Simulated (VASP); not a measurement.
Wanted: the native input for a VASP 6.6.1 run.

| Quantity | Value |
| --- | --- |
| Task | single point |
| Functional | revPBE |
| Potentials or basis | VASP PAW PBE potentials, release 64 (In_d, Pd) |
| Cutoff | 520 eV |
| k mesh | 8 × 8 × 8 |
| Occupations | fermi-dirac, width 0.05 eV |
| Spin | no spin polarisation |
| Dipole correction | no |
| Further INCAR settings | ALGO = Normal; EDIFF = 1e-07; NBANDS = 18 |

The structure of InPd lies in POSCAR:

```
InPd
1.0
    3.3279149929      0.0000000000      0.0000000000
    0.0000000000      3.3279149929      0.0000000000
    0.0000000000      0.0000000000      3.3279149929
In Pd
1 1
Direct
    0.0000000000      0.0000000000      0.0000000000
    0.5000000000      0.5000000000      0.5000000000
```

The input as run:

INCAR

```
SYSTEM = InPd
ALGO = Normal
EDIFF = 1E-7
ENCUT = 520
GGA = RE
ISIF = 2
ISMEAR = -1
LASPH = .TRUE.
LCHARG = .FALSE.
LREAL = .FALSE.
LWAVE = .FALSE.
NBANDS = 18
NELM = 100
PREC = Accurate
SIGMA = 0.05
```

KPOINTS

```
k-points
0
G
  8 8 8
  0 0 0
```

Potentials or basis: VASP PAW PBE potentials, release 64 (In_d, Pd).

Launch:

```sh
$ cat potpaw_PBE.64/In_d/POTCAR potpaw_PBE.64/Pd/POTCAR > POTCAR
$ mpirun -np 1 vasp_std > vasp.out
```

Results of the run:

* Pressure: 0.0 GPa

Caveat: the PAW data sets were made with another functional, which shifts forces and pressure a little.

Wall time 43 s on 1 thread of Intel(R) Xeon(R) Platinum 8259CL CPU @ 2.50GHz (Skylake/Cascade Lake), with other jobs on the host, peak memory 0.17 GiB.
